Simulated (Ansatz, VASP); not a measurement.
## Gd: VASP beside Ansatz

```xyz
1
Lattice="-2.0364 2.0364 2.0364 2.0364 -2.0364 2.0364 2.0364 2.0364 -2.0364" Properties=species:S:1:pos:R:3 pbc="T T T"
Gd    0.0000    0.0000    0.0000
```

Change from the starting cell: volume scaled by 1.02, PAW files.

Alike in both runs: task electric field gradients; functional PBE; k mesh 13 × 13 × 13; occupations fermi-dirac, width 0.05 eV; collinear spin.

|  | VASP | Ansatz |
| --- | --- | --- |
| version | VASP 6.6.1 | Ansatz 0.2.0 |
| potentials or method | VASP PAW PBE potentials, release 64 (Gd) | PAW with Ansatz's default frozen-core files, scalar-relativistic |
| plane-wave cutoff (eV) | 520 | 420 |
| valence electrons in the cell | 18 | 18 |

|  | VASP | Ansatz | Ansatz less VASP |
| --- | --- | --- | --- |
| pressure (GPa) | -0.6 | -0.6 | +0.02 |
| net moment per atom (μB) | 7.65 | 7.65 | -0.007 |
| size of the moment on the site where the two differ most (μB) | 7.01 | 7.35 | +0.339 |

Site moments also hang on the region over which each program counts them.

Neither program's run includes spin-orbit coupling.
